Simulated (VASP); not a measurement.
**Ir: single point with revPBE+D4**

Ir:

```
CELL_PARAMETERS angstrom
0.00000 1.91209 1.91209
1.91209 0.00000 1.91209
1.91209 1.91209 0.00000
ATOMIC_POSITIONS crystal
Ir 0.00000 0.00000 0.00000
```

```json
{"Program": "VASP 6.6.1", "Task": "single point", "Functional": "revPBE", "Dispersion": "D4", "Potentials or basis": "VASP PAW PBE potentials, release 64 (Ir)", "Cutoff": "500 eV", "k mesh": "12 × 12 × 12", "Occupations": "fermi-dirac, width 0.05 eV", "Spin": "no spin polarisation"}
```

| Item | Value |
| --- | --- |
| Pressure | 0.6 GPa |
| Dispersion energy per atom | -1.500 eV |

Levels at points of the mesh, in eV from the Fermi level:
| k point | band 2 | band 3 | band 4 | band 5 | band 6 | band 7 |
| --- | --- | --- | --- | --- | --- | --- |
| (0.00, 0.00, 0.00) | -3.99 | -3.99 | -3.99 | -1.26 | -1.26 | 14.25 |
| (0.50, 0.00, 0.00) | -4.10 | -4.10 | -0.82 | 0.88 | 0.88 | 7.37 |
| (0.50, 0.50, 0.00) | -7.50 | 0.84 | 1.47 | 1.47 | 1.67 | 10.67 |

Wall time 16 s on 1 thread of AMD EPYC 7R43 64-Core Processor (Zen 3), with other jobs on the host, peak memory 0.09 GiB.

Caveat: the PAW data sets were made with another functional, which shifts forces and pressure a little; spin-orbit coupling is left out, which moves the levels of the heavy elements; pairwise dispersion overbinds metals, which lowers pressure and volume.
